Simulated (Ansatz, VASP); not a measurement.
## One calculation of EuBe3, two programs

```
CELL_PARAMETERS angstrom
4.03780 0.00000 0.00000
0.00000 4.03780 0.00000
0.00000 0.00000 4.03780
ATOMIC_POSITIONS crystal
Eu 0.00000 0.00000 0.00000
Be 0.50000 0.00000 0.50000
Be 0.00000 0.50000 0.50000
Be 0.50000 0.50000 0.00000
```

Change from the starting cell: species swapped into the HoPd3 type (Pm-3m, No. 221).

Alike in both runs: functional PBE; k mesh 12 × 12 × 12; occupations gaussian, width 0.1 eV; collinear spin.

Ansatz relaxed the structure, and its values are those at the end. VASP's run is a single point on that final structure, the one shown.

|  | VASP | Ansatz |
| --- | --- | --- |
| version | VASP 6.6.1 | Ansatz 0.2.0 |
| potentials or method | VASP PAW PBE potentials, release 64 (Eu, Be), cutoff 520 eV | scalar-relativistic, plane waves, PAW |
| valence electrons in the cell | 23 | 23 |

```tsv
	VASP	Ansatz	Ansatz less VASP
gap on the k mesh at the Fermi level (eV)	none	none	-
pressure (GPa)	-0.1	0.0	+0.09
net moment per atom (μB)	1.93	1.93	0.000
size of the moment on the site where the two differ most (μB)	0.09	0.17	+0.079
```

Site moments also hang on the region over which each program counts them. A gap of «none» marks a metal or a gap that the smearing closes. Ansatz's warnings: given moment on shells.

Neither program's run includes spin-orbit coupling.
